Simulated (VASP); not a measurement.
The system is CdS.

```
Cd S
1.0
     4.43249    0.00000    0.00000
    -2.21624    3.83865    0.00000
     0.00000    0.00000    5.83080
Cd S
2 2
Direct
  0.33333 0.66667 0.25000
  0.66667 0.33333 0.75000
  0.66667 0.33333 0.25000
  0.33333 0.66667 0.75000
```

```yaml
Program: VASP 6.6.1
Task: relaxation of cell and atoms
Functional: LDA
Potentials_or_basis: VASP PAW LDA potentials, release 64 (Cd_sv_GW, S)
Cutoff: 630 eV
k_mesh: 6 × 6 × 4
Occupations: fermi-dirac, width 0.02 eV
Spin: no spin polarisation
```

At the start: pressure -5.2 GPa; volume 24.80 Å³/atom.

Task: Where does the relaxation end?

Result: Over 9 steps the energy falls by 35.5 meV/atom and the volume is 22.75 Å³/atom (-8.3 %); space group P6_3/mmc (No. 194, to 0.1 Å) before and after.

Step by step:
```tsv
step	energy change (eV)	largest force (eV/Å)	pressure (GPa)	volume (Å³)
1	0.0000	0.0000	-5.16	99.21
2	-0.1116	0.0000	2.76	88.17
3	-0.1382	0.0000	-0.03	91.29
4	-0.1406	0.0000	-0.02	91.15
5	-0.1420	0.0000	0.04	90.91
6	-0.1420	0.0000	0.04	90.92
7	-0.1420	0.0000	0.04	90.93
8	-0.1420	0.0000	-0.03	91.02
9	-0.1421	0.0000	-0.01	90.98
```

Final structure:
```
Cd S
1.0
     4.32727    0.00000    0.00000
    -2.16364    3.74753    0.00000
     0.00000    0.00000    5.61037
Cd S
2 2
Cartesian
  0.0000 2.4984 1.4026
  2.1636 1.2492 4.2078
  2.1636 1.2492 1.4026
  0.0000 2.4984 4.2078
```
